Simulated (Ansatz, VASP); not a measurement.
# TeRu in VASP and in Ansatz

```xyz
2
Lattice="0.0000 3.1139 3.1139 3.1139 0.0000 3.1139 3.1139 3.1139 0.0000" Properties=species:S:1:pos:R:3 pbc="T T T"
Ru    0.0000    0.0000    0.0000
Te    1.5570    1.5570    1.5570
```

Alike in both runs: task single point; functional PBE; k mesh 5 × 5 × 5; occupations gaussian, width 0.05 eV; collinear spin.

|  | VASP | Ansatz |
| --- | --- | --- |
| version | VASP 6.6.1 | Ansatz 0.2.0 |
| potentials or method | VASP PAW PBE potentials, release 64 (Ru_pv, Te), cutoff 520 eV | scalar-relativistic, plane waves, PAW |
| valence electrons in the cell | 20 | 32 |

Ansatz gave:

```
gap on the k mesh at the Fermi level (eV) : none
pressure (GPa)                            : -10.4
net moment per atom (μB)                  : 0.00
```

Which values does VASP return?

gap on the k mesh at the Fermi level (eV): none; pressure (GPa): -10.5; net moment per atom (μB): 0.00.

A gap of «none» marks a metal or a gap that the smearing closes. With one functional, cell and mesh, what is left measures potentials, basis and numerics. VASP's potentials hold 20 valence electrons a cell and Ansatz's 32, so a difference there can come from the potentials and not from the codes. Ansatz's warnings: seeded moment not kept.

Neither program's run includes spin-orbit coupling.
